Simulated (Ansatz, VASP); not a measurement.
**CuPt2: VASP beside Ansatz**

```
Cu Pt
1.0
     4.42599    0.00000    0.00000
    -2.21300    3.83302    0.00000
     0.00000    0.00000    2.69525
Cu Pt
1 2
Direct
  0.00000 0.00000 0.00000
  0.33333 0.66667 0.50000
  0.66667 0.33333 0.50000
```

Alike in both runs: functional PBE; k mesh 6 × 6 × 6; occupations gaussian, width 0.1 eV; no spin polarisation.

Ansatz relaxed the structure, and its values are those at the end. VASP's run is a single point on that final structure, the one shown.

```csv
,VASP,Ansatz
version,VASP 6.6.1,Ansatz 0.2.0
potentials or method,"VASP PAW PBE potentials, release 64 (Cu, Pt), cutoff 520 eV","scalar-relativistic, plane waves, PAW"
valence electrons in the cell,31,55
```

|  | VASP | Ansatz | Ansatz less VASP |
| --- | --- | --- | --- |
| gap on the k mesh at the Fermi level (eV) | none | none | - |
| pressure (GPa) | -0.2 | 0.0 | +0.19 |

A gap of «none» marks a metal or a gap that the smearing closes. The functional is the same, so the differences come from potentials, cutoffs and numerics. VASP's potentials hold 31 valence electrons a cell and Ansatz's 55, so a difference there can come from the potentials and not from the codes.

The k mesh is coarse, so the values compare programs but aren't converged. Spin-orbit coupling is off throughout.
